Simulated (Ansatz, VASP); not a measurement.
NaCl in VASP and in Ansatz

INCAR

```
SYSTEM = NaCl
PREC     = Accurate       ! precision mode
ENCUT    = 500            ! plane-wave cutoff, eV
EDIFF    = 1E-6           ! SCF threshold, eV
ISMEAR   = -1             ! smearing method
SIGMA    = 0.05           ! smearing width, eV
LREAL    = .False.        ! projectors in reciprocal space
LASPH    = .True.         ! aspherical terms in the spheres
NELM     = 120            ! most SCF steps
ALGO     = Normal         ! electronic algorithm
ISIF     = 2              ! what is computed and relaxed
LWAVE    = .False.        ! write WAVECAR
LCHARG   = .False.        ! write CHGCAR
GGA      = PS             ! functional
NBANDS   = 14             ! bands
GGA_COMPAT= .False.
```

KPOINTS

```
regular mesh
0
Gamma
  7 7 7
  0 0 0
```

File POSCAR:

```
NaCl
1.0
    0.0000000000      2.7940632177      2.7381819533
    2.7940632177      0.0000000000      2.7381819533
    2.7940632177      2.7940632177      0.0000000000
Cl Na
1 1
Direct
    0.5000000000      0.5000000000      0.5000000000
    0.0000000000      0.0000000000      0.0000000000
```

Contents of input.yaml:

```yaml
crystal:
  lattice:
    - [0.0, 2.7940632177, 2.7381819533]
    - [2.7940632177, 0.0, 2.7381819533]
    - [2.7940632177, 2.7940632177, 0.0]
  atoms:
    - { symbol: Cl, position: [0.5, 0.5, 0.5] }
    - { symbol: Na, position: [0.0, 0.0, 0.0] }
hamiltonian:
  xc: pbesol
  pseudopotentials: { kind: paw }
kpoints:
  mp_grid: { grid: [7, 7, 7] }
scf:
  occupations: { method: fermi_dirac, width: 0.05 }
output:
  forces: true
  stress: true
  eigenvalues: true
```

Alike in both runs: task single point; functional PBEsol; k mesh 7 × 7 × 7; occupations fermi-dirac, width 0.05 eV; no spin polarisation.

```csv
,VASP,Ansatz
version,VASP 6.6.1,Ansatz 0.2.0
potentials or method,"VASP PAW PBE potentials, release 64 (Cl, Na_pv)",Ansatz PAW
plane-wave cutoff (eV),500,420
valence electrons in the cell,14,16
```

Ansatz gave:

| Item | Value |
| --- | --- |
| gap on the k mesh at the Fermi level (eV) | 5.11 |
| least direct gap on the mesh (eV) | 5.11 |
| pressure (GPa) | 0.8 |
| traceless stress, the component that is largest in VASP (GPa) | 0.71 |

Task: Which values does VASP return?

Result: gap on the k mesh at the Fermi level (eV): 5.11; least direct gap on the mesh (eV): 5.11; pressure (GPa): 0.8; traceless stress, the component that is largest in VASP (GPa): 0.72.

VASP's potentials were made for PBE, not for PBEsol. VASP's potentials hold 14 valence electrons a cell and Ansatz's 16, so a difference there can come from the potentials and not from the codes.

Noted on Ansatz's run: odd divisions of the mesh miss points on the zone boundary, where band edges often lie, so the gap on the mesh can be too wide.
